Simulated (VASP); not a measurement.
# KI (Pm-3m) in VASP: single point with PBE

Aim: the single point of KI with PBE.

All numbers are computed with VASP 6.6.1; they aren't measurements. Logs are shortened: lines on timing, memory, paths and dates and some standing lists are left out, and cuts for length are marked.

## (1) The cell of the first run

The structure is cubic, space group Pm-3m (No. 221). Conventional cell: a = 4.143 Å, b = 4.143 Å, c = 4.143 Å, α = 90.00°, β = 90.00°, γ = 90.00°. Within 4.7 Å of K (site symmetry m-3m) lie 8 I at 3.59 Å and 6 K at 4.14 Å. I (site symmetry m-3m) has 8 K at 3.59 Å and 6 I at 4.14 Å within 4.7 Å.

## (2) Single point, PBE (Cs replaced by K, lengths x 0.936, strained)

INCAR

```
ALGO     = Normal         # electronic algorithm
EDIFF    = 1E-6           # SCF threshold, eV
ENCUT    = 500            # plane-wave cutoff, eV
GGA      = PE             # functional
GGA_COMPAT= False        
ISIF     = 2              # what is computed and relaxed
ISMEAR   = 0              # smearing method
LASPH    = True           # aspherical terms in the spheres
LCHARG   = True           # write CHGCAR
LELF     = True           # ELF
LREAL    = False          # projectors in reciprocal space
LVHAR    = True         
LWAVE    = False          # write WAVECAR
NBANDS   = 15             # bands
NELM     = 120            # most SCF steps
PREC     = Accurate       # precision mode
SIGMA    = 0.02           # smearing width, eV
```

KPOINTS

```
k-points
0
Gamma
  6 6 6
```

POSCAR

```
KI
1.0
    4.1427446465      0.0000000000      0.0000000000
    0.0000000000      4.1427446465      0.0000000000
    0.0000000000      0.0000000000      4.1427446465
K I
1 1
Direct
    0.0000000000      0.0000000000      0.0000000000
    0.5000000000      0.5000000000      0.5000000000
```

Potentials or basis: VASP PAW PBE potentials, release 64 (K_sv, I).

Launch:

```
$ cat potpaw_PBE.64/K_sv/POTCAR potpaw_PBE.64/I/POTCAR > POTCAR
$ mpirun -np 1 vasp_std > vasp.out
```

OUTCAR:

```text
EDIFF = 1E-6
   ENCUT = 500
   GGA = PE
   ISIF = 2
   ISMEAR = 0
   LASPH = True
   LREAL = False
   NELM = 120
   PREC = Accurate

 ion  position               nearest neighbor table
   1  0.000  0.000  0.000-   2 3.59   2 3.59   2 3.59   2 3.59   2 3.59   2 3.59   2 3.59   2 3.59

   2  0.500  0.500  0.500-   1 3.59   1 3.59   1 3.59   1 3.59   1 3.59   1 3.59   1 3.59   1 3.59

  LATTYP: Found a simple cubic cell.
 ALAT       =     4.1427446465

  Lattice vectors:

 A1 = (   4.1427446465,   0.0000000000,   0.0000000000)
 A2 = (   0.0000000000,   4.1427446465,   0.0000000000)
 A3 = (   0.0000000000,   0.0000000000,   4.1427446465)

Analysis of symmetry for initial positions (statically):
=====================================================================
 Subroutine PRICEL returns:
 Original cell was already a primitive cell.

 Routine SETGRP: Setting up the symmetry group for a
 simple cubic supercell.

 Subroutine GETGRP returns: Found 48 space group operations
 (whereof 48 operations were pure point group operations)
 out of a pool of 48 trial point group operations.

The static configuration has the point symmetry O_h .

Analysis of symmetry for dynamics (positions and initial velocities):
=====================================================================
 Subroutine PRICEL returns:
 Original cell was already a primitive cell.

 Routine SETGRP: Setting up the symmetry group for a
 simple cubic supercell.

 Subroutine GETGRP returns: Found 48 space group operations
 (whereof 48 operations were pure point group operations)
 out of a pool of 48 trial point group operations.

The dynamic configuration has the point symmetry O_h .

 Subroutine INISYM returns: Found 48 space group operations
 (whereof 48 operations are pure point group operations),
 and found     1 'primitive' translations

----------------------------------------------------------------------------------------

                                     Primitive cell

  volume of cell :      71.0992

  direct lattice vectors                    reciprocal lattice vectors
     4.142744646  0.000000000  0.000000000     0.241385865  0.000000000  0.000000000
     0.000000000  4.142744646  0.000000000     0.000000000  0.241385865  0.000000000
     0.000000000  0.000000000  4.142744646     0.000000000  0.000000000  0.241385865

  length of vectors
     4.142744646  4.142744646  4.142744646     0.241385865  0.241385865  0.241385865

  position of ions in fractional coordinates (direct lattice)
     0.000000000  0.000000000  0.000000000
     0.500000000  0.500000000  0.500000000

  ion indices of the primitive-cell ions
   primitive index   ion index
                 1           1
                 2           2

----------------------------------------------------------------------------------------

 KPOINTS: k-points

Automatic generation of k-mesh.
 Grid dimensions read from file:
 generate k-points for:    6    6    6

 Generating k-lattice:

  Cartesian coordinates                     Fractional coordinates (reciprocal lattice)
     0.040230978  0.000000000  0.000000000     0.166666667  0.000000000  0.000000000
     0.000000000  0.040230978  0.000000000     0.000000000  0.166666667  0.000000000
     0.000000000  0.000000000  0.040230978     0.000000000  0.000000000  0.166666667

  Length of vectors
     0.040230978  0.040230978  0.040230978

  Shift w.r.t. Gamma in fractional coordinates (k-lattice)
     0.000000000  0.000000000  0.000000000

 Subroutine IBZKPT returns following result:
 ===========================================

 Found     20 irreducible k-points:

 Following reciprocal coordinates:
            Coordinates               Weight
  0.000000  0.000000  0.000000      1.000000
  0.166667  0.000000  0.000000      6.000000
  0.333333  0.000000  0.000000      6.000000
  0.500000  0.000000  0.000000      3.000000
  0.166667  0.166667  0.000000     12.000000
  0.333333  0.166667  0.000000     24.000000
[... 12 lines left out ...]
  0.500000  0.500000  0.333333      6.000000
  0.500000  0.500000  0.500000      1.000000
   k-points           NKPTS =     20   k-points in BZ     NKDIM =     20   number of bands    NBANDS=     15
   number of dos      NEDOS =    301   number of ions     NIONS =      2
   total plane-waves  NPLWV =  27000
   dimension x,y,z NGX =    30 NGY =   30 NGZ =   30
   dimension x,y,z NGXF=    60 NGYF=   60 NGZF=   60
   ions per type =               1   1
   NGX,Y,Z   is equivalent  to a cutoff of  12.04, 12.04, 12.04 a.u.
   NGXF,Y,Z  is equivalent  to a cutoff of  24.08, 24.08, 24.08 a.u.
 SYSTEM =  unknown system
   PREC   = accura    normal or accurate (medium, high low for compatibility)
   ISTART =      0    job   : 0-new  1-cont  2-samecut
   ICHARG =      2    charge: 1-file 2-atom 10-const
   ISPIN  =      1    spin polarized calculation?
   LNONCOLLINEAR =      F non collinear calculations
   LSORBIT =      F    spin-orbit coupling
   LASPH  =      T    aspherical Exc in radial PAW
   ENCUT  =  500.0 eV  36.75 Ry    6.06 a.u.   7.55  7.55  7.55*2*pi/ulx,y,z
   NELM   =    120;   NELMIN=  2; NELMDL= -5     # of ELM steps
   EDIFF  = 0.1E-05   stopping-criterion for ELM
   LREAL  =      F    real-space projection
[... 7 lines left out ...]
   TEBEG  =    0.0;   TEEND  =   0.0 temperature during run
   PSTRESS=    0.0 pullay stress
   NELECT =      16.0000    total number of electrons
   NUPDOWN=      -1.0000    fix difference up-down
   EMIN   =  10.00;   EMAX   =-10.00  energy-range for DOS
   EFERMI =   0.00;   METHOD = LEGACY
   ISMEAR =     0;   SIGMA  =   0.02  broadening in eV -4-tet -1-fermi 0-gaus
   EFERMI_NEDOS =   21; number of points for ismear=-14 and -15
   IALGO  =     38    algorithm
   IMIX   =      4    mixing-type and parameters
     AMIX     =   0.40;   BMIX     =  1.00
     AMIX_MAG =   1.60;   BMIX_MAG =  1.00
  volume/ion in A,a.u.               =      35.55       239.90
  Fermi-wavevector in a.u.,A,eV,Ry     =   0.995772  1.881737 13.491024  0.991562
  Thomas-Fermi vector in A             =   2.127815
   LORBIT       =      0    0 simple, 1 ext, 2 COOP (PROOUT), +10 PAW based schemes
   GGA     = PE    functional components
   LHFCALC =     F    Hartree Fock is set to
   AEXX    =    0.0000 exact exchange contribution
   IVDW    =     0    specifies the selected vdW correction
   LEPSILON=     F    determine dielectric tensor
   LRPA    =     F    only Hartree local field effects (RPA)
 non-spin polarized calculation
 Gauss-broadening in eV      SIGMA  =   0.02
  energy-cutoff  :      500.00
  volume of cell :       71.10
 maximum number of plane-waves:      1856
   NGX = 15   NGY = 15   NGZ = 15

 number of electron      15.9999995 magnetization

 Free energy of the ion-electron system (eV)
  ---------------------------------------------------
  ext. energy  EPLUGINS =         0.00000000
  ---------------------------------------------------
  free energy    TOTEN  =        -5.35015685 eV

  energy without entropy =       -5.35015685  energy(sigma->0) =       -5.35015685

 E-fermi :   1.7708     XC(G=0):  -8.1492

 val. band max:        1.6247536823   @ k =   0.5000   0.5000   0.0000
 cond. band min:       5.2498461845   @ k =   0.0000   0.0000   0.0000
 fundamental gap:      3.6250925022
 Fermi energy:         1.7708345028

 k-point     1 :       0.0000    0.0000    0.0000
  band No.  band energies     occupation
      1     -27.6840      2.00000
      2     -11.1392      2.00000
      3     -11.1392      2.00000
      4     -11.1392      2.00000
      5      -9.8414      2.00000
      6       1.2013      2.00000
      7       1.2013      2.00000
      8       1.2013      2.00000
      9       5.2498      0.00000
     10       6.1459      0.00000
     11       6.1459      0.00000
     12      10.1174      0.00000
     13      10.1174      0.00000
     14      10.1174      0.00000
     15      12.3588      0.00000

 k-point     2 :       0.1667    0.0000    0.0000
  band No.  band energies     occupation
      1     -27.6821      2.00000
      2     -11.2197      2.00000
      3     -11.1347      2.00000
      4     -11.1347      2.00000
      5      -9.7187      2.00000
      6       0.4350      2.00000
      7       1.2167      2.00000
      8       1.2167      2.00000
      9       5.8284      0.00000
     10       6.3593      0.00000
     11       6.9925      0.00000
     12      10.0262      0.00000
     13      10.0262      0.00000
     14      10.2368      0.00000
     15      11.2927      0.00000

 k-point     3 :       0.3333    0.0000    0.0000
  band No.  band energies     occupation
      1     -27.6782      2.00000
      2     -11.3562      2.00000
      3     -11.1257      2.00000
      4     -11.1257      2.00000
      5      -9.4881      2.00000
      6      -0.6400      2.00000
      7       1.2469      2.00000
      8       1.2469      2.00000
      9       6.7618      0.00000
     10       6.9812      0.00000
     11       8.6298      0.00000
     12       9.6560      0.00000
     13      10.0425      0.00000
     14      10.0425      0.00000
     15      10.5203      0.00000
[... 271 lines left out ...]
 k-point    19 :       0.5000    0.5000    0.3333
  band No.  band energies     occupation
      1     -27.6637      2.00000
      2     -11.2383      2.00000
      3     -11.2383      2.00000
      4     -11.2005      2.00000
      5      -9.2067      2.00000
      6      -0.3746      2.00000
      7      -0.3746      2.00000
      8       0.0233      2.00000
      9       6.6692      0.00000
     10       7.5115      0.00000
     11       7.5115      0.00000
     12      10.1336      0.00000
     13      11.0019      0.00000
     14      11.0019      0.00000
     15      11.6094      0.00000

 k-point    20 :       0.5000    0.5000    0.5000
  band No.  band energies     occupation
      1     -27.6619      2.00000
      2     -11.2306      2.00000
      3     -11.2306      2.00000
      4     -11.2306      2.00000
      5      -9.1446      2.00000
      6      -0.3743      2.00000
      7      -0.3743      2.00000
      8      -0.3743      2.00000
      9       7.3062      0.00000
     10       7.3062      0.00000
     11       7.3062      0.00000
     12      10.8593      0.00000
     13      10.8593      0.00000
     14      10.8593      0.00000
     15      11.3812      0.00000

------------------------ aborting loop because EDIFF is reached ----------------------------------------

  FORCE on cell =-STRESS in cart. coord.  units (eV):
  Direction    XX          YY          ZZ          XY          YZ          ZX
  --------------------------------------------------------------------------------------
  -------------------------------------------------------------------------------------
  Total        1.1179139      1.1179139      1.1179139      0.0000000     -0.0000000      0.0000000
  in kB       25.1915235     25.1915235     25.1915235      0.0000000     -0.0000000      0.0000000
  external PRESSURE =      25.1915235 kB  Pullay stress =       0.0000000 kB

 VOLUME and BASIS-vectors are now :
 -----------------------------------------------------------------------------
  energy-cutoff  :      500.00
  volume of cell :       71.10
      direct lattice vectors                 reciprocal lattice vectors
     4.142744646  0.000000000  0.000000000     0.241385865  0.000000000  0.000000000
     0.000000000  4.142744646  0.000000000     0.000000000  0.241385865  0.000000000
     0.000000000  0.000000000  4.142744646     0.000000000  0.000000000  0.241385865

 POSITION                                       TOTAL-FORCE (eV/Angst)
 -----------------------------------------------------------------------------------
      0.00000      0.00000      0.00000         0.000000      0.000000      0.000000
      2.07137      2.07137      2.07137         0.000000      0.000000      0.000000
 -----------------------------------------------------------------------------------
    total drift:                               -0.000000     -0.000000     -0.000000

  FREE ENERGIE OF THE ION-ELECTRON SYSTEM (eV)
  ---------------------------------------------------
  free  energy   TOTEN  =        -5.3501568516 eV

  energy  without entropy=       -5.3501568516  energy(sigma->0) =       -5.35015685
```

It took 25 s on 1 thread of AMD EPYC 7R13 (Zen 3), shared host; peak memory 0.14 GiB.

What came out:

* Free energy: -5.3502 eV
* Pressure: 2.5 GPa
* Band gap on the k mesh: 3.62 eV, indirect (least direct gap 3.80 eV)

Caveat: the cell differs from its parent crystal (Cs replaced by K, lengths x 0.936, strained); spin-orbit coupling is left out, which moves the levels of the heavy elements. A k mesh can miss the band edges.
